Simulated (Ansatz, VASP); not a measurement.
**MgSiN in VASP and in Ansatz**

```xyz
3
Lattice="3.0670 0.0000 0.0000 0.0000 3.0670 0.0000 0.0000 0.0000 3.8248" Properties=species:S:1:pos:R:3 pbc="T T T"
Mg    0.0000    0.0000    0.0000
Si    1.5335    1.5335    1.9124
N     1.5335    1.5335    0.0000
```

Change from the starting cell: species swapped into the HoCoC type (P4/mmm, No. 123).

Alike in both runs: functional PBE; k mesh 16 × 16 × 12; occupations gaussian, width 0.1 eV; no spin polarisation.

Ansatz relaxed the structure, and its values are those at the end. VASP's run is a single point on that final structure, the one shown.

|  | VASP | Ansatz |
| --- | --- | --- |
| version | VASP 6.6.1 | Ansatz 0.2.0 |
| potentials or method | VASP PAW PBE potentials, release 64 (Mg_sv, Si, N), cutoff 750 eV | scalar-relativistic, plane waves, PAW |
| valence electrons in the cell | 19 | 19 |

```csv
,VASP,Ansatz,Ansatz less VASP
gap on the k mesh at the Fermi level (eV),none,none,-
pressure (GPa),-0.3,0.0,+0.27
```

A gap of «none» marks a metal or a gap that the smearing closes.
